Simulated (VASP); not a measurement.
Here is a VASP 6.6.1 calculation.

File INCAR:

```
SYSTEM = Li4Mg5Cl14
ALGO     = Normal         ! electronic algorithm
EDIFF    = 1E-7           ! SCF threshold, eV
ENCUT    = 520            ! plane-wave cutoff, eV
GGA      = PE             ! functional
ISIF     = 2              ! what is computed and relaxed
ISMEAR   = -1             ! smearing method
ISYM     = 0            
LASPH    = .TRUE.         ! aspherical terms in the spheres
LCHARG   = .TRUE.         ! write CHGCAR
LELF     = .TRUE.         ! ELF
LREAL    = Auto         
LVHAR    = .TRUE.       
LWAVE    = .FALSE.        ! write WAVECAR
NBANDS   = 77             ! bands
NELM     = 80             ! most SCF steps
PREC     = Accurate       ! precision mode
SIGMA    = 0.0991         ! smearing width, eV
```

File KPOINTS:

```
k-points
0
G
  1 1 1
  0 0 0
```

File POSCAR:

```
Li4Mg5Cl14
1.0
    8.3069090000     -0.1152490000     -0.0233070000
   -0.1152490000      8.4640910000      0.3031410000
   -0.0233070000      0.3031410000      8.2260140000
Mg Cl Li
5 14 4
Direct
    0.3780543836      0.6662450061      0.6416223138
    0.1060234941      0.2080125485      0.5288659802
   -0.1078204705      0.7266314518      0.6071401341
    0.6609506964      0.9551288591      0.0264574143
    0.4069802741      0.5613574476      0.1848036037
    0.3938811380      0.2084861443      0.5423671160
    0.6495545322      0.2338716474     -0.0020201665
    0.1624711419      0.3125084287      0.1178060963
    0.9134442751      0.8294783840      0.0607506550
    0.4280763249      0.5023395260      0.8572080559
    0.1692424685      0.7930141400      0.7340154581
    0.8882821058      0.3829184205      0.4384371238
    0.9927636574      0.1551271967      0.7728196097
    0.2148298429      0.5767180809      0.3970383643
    0.9209823964     -0.0441418066      0.4282085501
    0.6298029792      0.7324145677      0.3583468170
    0.6660289444      0.8667145278      0.7432466597
    0.8416154872      0.5188437294      0.8415087459
    0.3825992683      0.8189600794      0.0724664295
    0.6859834036      0.1500885073      0.6403294761
    0.9083164804      0.3687897471      0.1435918830
    0.2533728539      0.2104661390      0.8763130534
    0.0387879930      0.6249472461      0.9649368332
```

Potentials or basis: VASP PAW PBE potentials, release 64 (Mg, Cl, Li_sv).

Command:

```sh
$ cat potpaw_PBE.64/Mg/POTCAR potpaw_PBE.64/Cl/POTCAR potpaw_PBE.64/Li_sv/POTCAR > POTCAR
$ mpirun -np 1 vasp_gam > vasp.out
```

(1) Estimate the largest force.

(2) Predict the band gap on the k mesh.

Results:

(1) 1.695 eV/Å.

(2) 2.90 eV.

Caveat: the k points lie up to 0.77 Å⁻¹ apart.
